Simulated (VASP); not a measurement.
# Bi2S3 (Pnma) in VASP: single point with LDA

Aim: the single point of Bi2S3 with LDA.

All numbers are computed with VASP 6.6.1; they aren't measurements. Logs are shortened: lines on timing, memory, paths and dates and some standing lists are left out, and cuts for length are marked.

### 1 The cell of the first run

The structure is orthorhombic, space group Pnma (No. 62). Conventional cell: a = 11.020 Å, b = 3.939 Å, c = 10.831 Å, α = 90.00°, β = 90.00°, γ = 90.00°. Within 3.5 Å of Bi (site symmetry m) lie 7 S at 2.69 to 3.16 Å. Bi (site symmetry m) has 7 S at 2.63 to 3.17 Å within 3.5 Å. Within 4.0 Å of S (site symmetry m) lie 5 Bi at 2.72 to 3.83 Å and 10 S at 3.24 to 3.98 Å. Within 4.0 Å of S (site symmetry m) lie 5 Bi at 2.63 to 2.95 Å and 11 S at 3.60 to 3.98 Å. S (site symmetry m) has 5 Bi at 2.69 to 3.17 Å and 6 S at 3.24 to 3.69 Å within 3.7 Å.

### 2 Single point, LDA

INCAR reads:

```
SYSTEM = Bi2S3
PREC = Accurate
ENCUT = 520
EDIFF = 1E-6
ISMEAR = -1
SIGMA = 0.02
LREAL = Auto
LASPH = .True.
NELM = 60
ALGO = Normal
ISIF = 2
LWAVE = .False.
LCHARG = .False.
GGA = CA
NBANDS = 112
```

KPOINTS reads:

```
Automatic mesh
0
Gamma
  2 6 2
  0 0 0
```

POSCAR reads:

```
Bi2S3
1.0
   11.0200044313      0.0000000000      0.0000000000
    0.0000000000      3.9394774312      0.0000000000
    0.0000000000      0.0000000000     10.8307710310
Bi S
8 12
Direct
    0.4949276591      0.2500000000      0.3241170142
    0.0050723409      0.7500000000      0.8241170142
    0.9949276591      0.2500000000      0.1758829858
    0.5050723409      0.7500000000      0.6758829858
    0.3319208647      0.7500000000      0.0298091456
    0.1680791353      0.2500000000      0.5298091456
    0.8319208647      0.7500000000      0.4701908544
    0.6680791353      0.2500000000      0.9701908544
    0.2810411288      0.2500000000      0.1953394871
    0.2189588712      0.7500000000      0.6953394871
    0.7810411288      0.2500000000      0.3046605129
    0.7189588712      0.7500000000      0.8046605129
    0.5497404561      0.7500000000      0.1293785242
    0.9502595439      0.2500000000      0.6293785242
    0.0497404561      0.7500000000      0.3706214758
    0.4502595439      0.2500000000      0.8706214758
    0.3767400134      0.7500000000      0.4428518820
    0.1232599866      0.2500000000      0.9428518820
    0.8767400134      0.7500000000      0.0571481180
    0.6232599866      0.2500000000      0.5571481180
```

Potentials or basis: VASP PAW LDA potentials, release 64 (Bi_d, S).

Command:

```sh
$ cat potpaw_LDA.64/Bi_d/POTCAR potpaw_LDA.64/S/POTCAR > POTCAR
$ mpirun -np 1 vasp_std > vasp.out
```

OUTCAR:

```text
SYSTEM = Bi2S3
   PREC = Accurate
   ENCUT = 520
   EDIFF = 1E-6
   ISMEAR = -1
   LREAL = Auto
   LASPH = .True.
   NELM = 60
   ISIF = 2
   GGA = CA

 ion  position               nearest neighbor table
   1  0.495  0.250  0.324-  17 2.69  17 2.69   9 2.74  20 2.89  13 2.95  13 2.95  11 3.16
   2  0.005  0.750  0.824-  18 2.69  18 2.69  10 2.74  19 2.89  14 2.95  14 2.95  12 3.16
   3  0.995  0.250  0.176-  19 2.69  19 2.69  11 2.74  18 2.89  15 2.95  15 2.95   9 3.16
   4  0.505  0.750  0.676-  20 2.69  20 2.69  12 2.74  17 2.89  16 2.95  16 2.95  10 3.16
   5  0.332  0.750  0.030-  13 2.63   9 2.72   9 2.72  16 2.92  16 2.92  18 3.17  18 3.17
   6  0.168  0.250  0.530-  14 2.63  10 2.72  10 2.72  15 2.92  15 2.92  17 3.17  17 3.17
   7  0.832  0.750  0.470-  15 2.63  11 2.72  11 2.72  14 2.92  14 2.92  20 3.17  20 3.17
   8  0.668  0.250  0.970-  16 2.63  12 2.72  12 2.72  13 2.92  13 2.92  19 3.17  19 3.17
   9  0.281  0.250  0.195-   5 2.72   5 2.72   1 2.74   3 3.16
  10  0.219  0.750  0.695-   6 2.72   6 2.72   2 2.74   4 3.16
  11  0.781  0.250  0.305-   7 2.72   7 2.72   3 2.74   1 3.16
  12  0.719  0.750  0.805-   8 2.72   8 2.72   4 2.74   2 3.16
  13  0.550  0.750  0.129-   5 2.63   8 2.92   8 2.92   1 2.95   1 2.95
  14  0.950  0.250  0.629-   6 2.63   7 2.92   7 2.92   2 2.95   2 2.95
  15  0.050  0.750  0.371-   7 2.63   6 2.92   6 2.92   3 2.95   3 2.95
  16  0.450  0.250  0.871-   8 2.63   5 2.92   5 2.92   4 2.95   4 2.95
  17  0.377  0.750  0.443-   1 2.69   1 2.69   4 2.89   6 3.17   6 3.17
  18  0.123  0.250  0.943-   2 2.69   2 2.69   3 2.89   5 3.17   5 3.17
  19  0.877  0.750  0.057-   3 2.69   3 2.69   2 2.89   8 3.17   8 3.17
  20  0.623  0.250  0.557-   4 2.69   4 2.69   1 2.89   7 3.17   7 3.17

  LATTYP: Found a simple orthorhombic cell.
 ALAT       =     3.9394774312
 B/A-ratio  =     2.7492913007
 C/A-ratio  =     2.7973264535

  Lattice vectors:

 A1 = (   0.0000000000,   3.9394774312,   0.0000000000)
 A2 = (   0.0000000000,   0.0000000000,  10.8307710310)
 A3 = (  11.0200044313,   0.0000000000,   0.0000000000)

Analysis of symmetry for initial positions (statically):
=====================================================================
 Subroutine PRICEL returns:
 Original cell was already a primitive cell.

 Routine SETGRP: Setting up the symmetry group for a
 simple orthorhombic supercell.

 Subroutine GETGRP returns: Found  8 space group operations
 (whereof  2 operations were pure point group operations)
 out of a pool of  8 trial point group operations.

The static configuration has the point symmetry S_2 .
 The point group associated with its full space group is D_2h.

Analysis of symmetry for dynamics (positions and initial velocities):
=====================================================================
 Subroutine PRICEL returns:
 Original cell was already a primitive cell.

 Routine SETGRP: Setting up the symmetry group for a
 simple orthorhombic supercell.

 Subroutine GETGRP returns: Found  8 space group operations
 (whereof  2 operations were pure point group operations)
 out of a pool of  8 trial point group operations.

The dynamic configuration has the point symmetry S_2 .
 The point group associated with its full space group is D_2h.

 Subroutine INISYM returns: Found  8 space group operations
 (whereof  2 operations are pure point group operations),
 and found     1 'primitive' translations

----------------------------------------------------------------------------------------

                                     Primitive cell

  volume of cell :     470.1969

  direct lattice vectors                    reciprocal lattice vectors
    11.020004431  0.000000000  0.000000000     0.090744065  0.000000000  0.000000000
     0.000000000  3.939477431  0.000000000     0.000000000  0.253840774  0.000000000
     0.000000000  0.000000000 10.830771031     0.000000000  0.000000000  0.092329530

  length of vectors
    11.020004431  3.939477431 10.830771031     0.090744065  0.253840774  0.092329530

  position of ions in fractional coordinates (direct lattice)
     0.494927659  0.250000000  0.324117014
     0.005072341  0.750000000  0.824117014
     0.994927659  0.250000000  0.175882986
     0.505072341  0.750000000  0.675882986
     0.331920865  0.750000000  0.029809146
     0.168079135  0.250000000  0.529809146
[... 12 lines left out ...]
     0.876740013  0.750000000  0.057148118
     0.623259987  0.250000000  0.557148118

  ion indices of the primitive-cell ions
   primitive index   ion index
                 1           1
                 2           2
                 3           3
                 4           4
                 5           5
                 6           6
[... 12 lines left out ...]
                19          19
                20          20

----------------------------------------------------------------------------------------

 KPOINTS: Automatic mesh

Automatic generation of k-mesh.
 Grid dimensions read from file:
 generate k-points for:    2    6    2

 Generating k-lattice:

  Cartesian coordinates                     Fractional coordinates (reciprocal lattice)
     0.045372033  0.000000000  0.000000000     0.500000000  0.000000000  0.000000000
     0.000000000  0.042306796  0.000000000     0.000000000  0.166666667  0.000000000
     0.000000000  0.000000000  0.046164765     0.000000000  0.000000000  0.500000000

  Length of vectors
     0.045372033  0.042306796  0.046164765

  Shift w.r.t. Gamma in fractional coordinates (k-lattice)
     0.000000000  0.000000000  0.000000000

 Subroutine IBZKPT returns following result:
 ===========================================

 Found     16 irreducible k-points:

 Following reciprocal coordinates:
            Coordinates               Weight
  0.000000  0.000000  0.000000      1.000000
  0.500000  0.000000  0.000000      1.000000
  0.000000  0.166667  0.000000      2.000000
  0.500000  0.166667  0.000000      2.000000
  0.000000  0.333333  0.000000      2.000000
  0.500000  0.333333  0.000000      2.000000
[... 8 lines left out ...]
  0.000000  0.500000  0.500000      1.000000
  0.500000  0.500000  0.500000      1.000000
   k-points           NKPTS =     16   k-points in BZ     NKDIM =     16   number of bands    NBANDS=    112
   number of dos      NEDOS =    301   number of ions     NIONS =     20
   total plane-waves  NPLWV = 211680
   dimension x,y,z NGX =    84 NGY =   30 NGZ =   84
   dimension x,y,z NGXF=   168 NGYF=   60 NGZF=  168
   ions per type =               8  12
   NGX,Y,Z   is equivalent  to a cutoff of  12.67, 12.66, 12.89 a.u.
   NGXF,Y,Z  is equivalent  to a cutoff of  25.34, 25.32, 25.79 a.u.
 SYSTEM =  Bi2S3
   PREC   = accura    normal or accurate (medium, high low for compatibility)
   ISTART =      0    job   : 0-new  1-cont  2-samecut
   ICHARG =      2    charge: 1-file 2-atom 10-const
   ISPIN  =      1    spin polarized calculation?
   LNONCOLLINEAR =      F non collinear calculations
   LSORBIT =      F    spin-orbit coupling
   LASPH  =      T    aspherical Exc in radial PAW
   ENCUT  =  520.0 eV  38.22 Ry    6.18 a.u.  20.49  7.32 20.14*2*pi/ulx,y,z
   NELM   =     60;   NELMIN=  2; NELMDL= -5     # of ELM steps
   EDIFF  = 0.1E-05   stopping-criterion for ELM
   LREAL  =      T    real-space projection
   EDIFFG = 0.1E-04   stopping-criterion for IOM
   NSW    =      0    number of steps for IOM
   IBRION =     -1    ionic relax: 0-MD 1-quasi-New 2-CG
   NFREE  =      0    steps in history (QN), initial steepest desc. (CG)
   ISIF   =      2    stress and relaxation
   ISYM   =      2    0-nonsym 1-usesym 2-fastsym
   POTIM  = 0.5000    time-step for ionic-motion
   TEBEG  =    0.0;   TEEND  =   0.0 temperature during run
   PSTRESS=    0.0 pullay stress
   NELECT =     192.0000    total number of electrons
   NUPDOWN=      -1.0000    fix difference up-down
   EMIN   =  10.00;   EMAX   =-10.00  energy-range for DOS
   EFERMI =   0.00;   METHOD = LEGACY
   ISMEAR =    -1;   SIGMA  =   0.02  broadening in eV -4-tet -1-fermi 0-gaus
   EFERMI_NEDOS =   21; number of points for ismear=-14 and -15
   IALGO  =     38    algorithm
   IMIX   =      4    mixing-type and parameters
     AMIX     =   0.40;   BMIX     =  1.00
     AMIX_MAG =   1.60;   BMIX_MAG =  1.00
  volume/ion in A,a.u.               =      23.51       158.65
  Fermi-wavevector in a.u.,A,eV,Ry     =   1.214550  2.295166 20.070378  1.475131
  Thomas-Fermi vector in A             =   2.349966
   LORBIT       =      0    0 simple, 1 ext, 2 COOP (PROOUT), +10 PAW based schemes
   GGA     = CA    functional components
   LHFCALC =     F    Hartree Fock is set to
   AEXX    =    0.0000 exact exchange contribution
   IVDW    =     0    specifies the selected vdW correction
   LEPSILON=     F    determine dielectric tensor
   LRPA    =     F    only Hartree local field effects (RPA)
 non-spin polarized calculation
  energy-cutoff  :      520.00
  volume of cell :      470.20
 maximum number of plane-waves:     12711
 NGX is ok and might be reduce to    84
   NGX = 41   NGY = 15   NGZ = 41

 number of electron     192.0000007 magnetization

 Free energy of the ion-electron system (eV)
  ---------------------------------------------------
  ext. energy  EPLUGINS =         0.00000000
  ---------------------------------------------------
  free energy    TOTEN  =      -100.36609383 eV

  energy without entropy =     -100.36609383  energy(sigma->0) =     -100.36609383

 E-fermi :   6.2684     XC(G=0): -10.3705

 val. band max:        5.8245186298   @ k =   0.5000   0.0000   0.0000
 cond. band min:       6.9913502879   @ k =   0.0000   0.0000   0.0000
 fundamental gap:      1.1668316581
 Fermi energy:         6.2684202879

 k-point     1 :       0.0000    0.0000    0.0000
  band No.  band energies     occupation
      1     -16.6776      2.00000
      2     -16.6767      2.00000
      3     -16.6722      2.00000
      4     -16.6722      2.00000
      5     -16.6605      2.00000
      6     -16.6595      2.00000
[... 100 lines left out ...]
    107       9.0283      0.00000
    108       9.0701      0.00000

 k-point     2 :       0.5000    0.0000    0.0000
  band No.  band energies     occupation
      1     -16.6767      2.00000
      2     -16.6767      2.00000
      3     -16.6726      2.00000
      4     -16.6726      2.00000
      5     -16.6601      2.00000
      6     -16.6601      2.00000
[... 1546 lines left out ...]
 k-point    16 :       0.5000    0.5000    0.5000
  band No.  band energies     occupation
      1     -16.6773      2.00000
      2     -16.6773      2.00000
      3     -16.6773      2.00000
      4     -16.6773      2.00000
      5     -16.6671      2.00000
      6     -16.6671      2.00000
[... 100 lines left out ...]
    107       9.5829      0.00000
    108       9.5829      0.00000
 [bands above 108 left out]

------------------------ aborting loop because EDIFF is reached ----------------------------------------

  FORCE on cell =-STRESS in cart. coord.  units (eV):
  Direction    XX          YY          ZZ          XY          YZ          ZX
  --------------------------------------------------------------------------------------
  -------------------------------------------------------------------------------------
  Total        0.0461462      0.1071059      0.2461211      0.0000000     -0.0000000      0.0000000
  in kB        0.1572414      0.3649591      0.8386480      0.0000000     -0.0000000      0.0000000
  external PRESSURE =       0.4536162 kB  Pullay stress =       0.0000000 kB

 VOLUME and BASIS-vectors are now :
 -----------------------------------------------------------------------------
  energy-cutoff  :      520.00
  volume of cell :      470.20
      direct lattice vectors                 reciprocal lattice vectors
    11.020004431  0.000000000  0.000000000     0.090744065  0.000000000  0.000000000
     0.000000000  3.939477431  0.000000000     0.000000000  0.253840774  0.000000000
     0.000000000  0.000000000 10.830771031     0.000000000  0.000000000  0.092329530

 POSITION                                       TOTAL-FORCE (eV/Angst)
 -----------------------------------------------------------------------------------
      5.45410      0.98487      3.51044        -0.006079      0.000000      0.000065
      0.05590      2.95461      8.92582         0.006079     -0.000000      0.000065
     10.96411      0.98487      1.90495        -0.006079      0.000000     -0.000065
      5.56590      2.95461      7.32033         0.006079     -0.000000     -0.000065
      3.65777      2.95461      0.32286        -0.006639     -0.000000     -0.005275
      1.85223      0.98487      5.73824         0.006639     -0.000000     -0.005275
[... 12 lines left out ...]
      9.66168      2.95461      0.61896        -0.011780     -0.000000      0.007784
      6.86833      0.98487      6.03434         0.011780     -0.000000      0.007784
 -----------------------------------------------------------------------------------
    total drift:                               -0.000000      0.000000      0.000000

  FREE ENERGIE OF THE ION-ELECTRON SYSTEM (eV)
  ---------------------------------------------------
  free  energy   TOTEN  =      -100.3660938272 eV

  energy  without entropy=     -100.3660938271  energy(sigma->0) =     -100.36609383
```

It took 14 min on 1 thread of Oxide Virtual Turin-like, shared host; peak memory 0.64 GiB.

Results:

```yaml
Free_energy: -100.3661 eV
Pressure: 0.0 GPa
Largest_force: 0.016 eV/Å
Band_gap_on_the_k_mesh: 1.17 eV (least direct gap 1.19 eV)
```

Forces in eV/Å, atoms in the order of the input:
```
Bi  -0.006  0.000  0.000
Bi   0.006  0.000  0.000
Bi  -0.006  0.000  0.000
Bi   0.006  0.000  0.000
Bi  -0.007  0.000 -0.005
Bi   0.007  0.000 -0.005
Bi  -0.007  0.000  0.005
Bi   0.007  0.000  0.005
S   -0.007  0.000  0.015
S    0.007  0.000  0.015
S   -0.007  0.000 -0.015
S    0.007  0.000 -0.015
S    0.004  0.000  0.003
S   -0.004  0.000  0.003
S    0.004  0.000 -0.003
S   -0.004  0.000 -0.003
S   -0.012  0.000 -0.008
S    0.012  0.000 -0.008
S   -0.012  0.000  0.008
S    0.012  0.000  0.008
```

Levels at points of the mesh, in eV from the valence-band top:
```tsv
k point	band 93	band 94	band 95	band 96	band 97	band 98	band 99	band 100
(0.00, 0.00, 0.00)	-0.19	-0.19	-0.18	-0.03	1.17	1.72	1.77	2.20
(0.50, 0.00, 0.00)	-0.30	-0.30	0.00	0.00	1.74	1.74	1.76	1.76
(0.00, 0.50, 0.00)	-0.52	-0.52	-0.14	-0.14	2.02	2.02	2.20	2.20
(0.50, 0.50, 0.00)	-0.30	-0.30	-0.30	-0.30	2.33	2.33	2.33	2.33
(0.00, 0.00, 0.50)	-0.32	-0.32	-0.10	-0.10	1.52	1.52	2.29	2.29
(0.50, 0.00, 0.50)	-0.21	-0.21	-0.18	-0.18	1.69	1.69	2.23	2.23
(0.00, 0.50, 0.50)	-0.54	-0.54	-0.35	-0.35	1.83	1.83	2.11	2.11
(0.50, 0.50, 0.50)	-0.62	-0.62	-0.62	-0.62	2.09	2.09	2.09	2.09
```

Caveat: spin-orbit coupling is left out, which moves the levels of the heavy elements. A k mesh can miss the band edges.
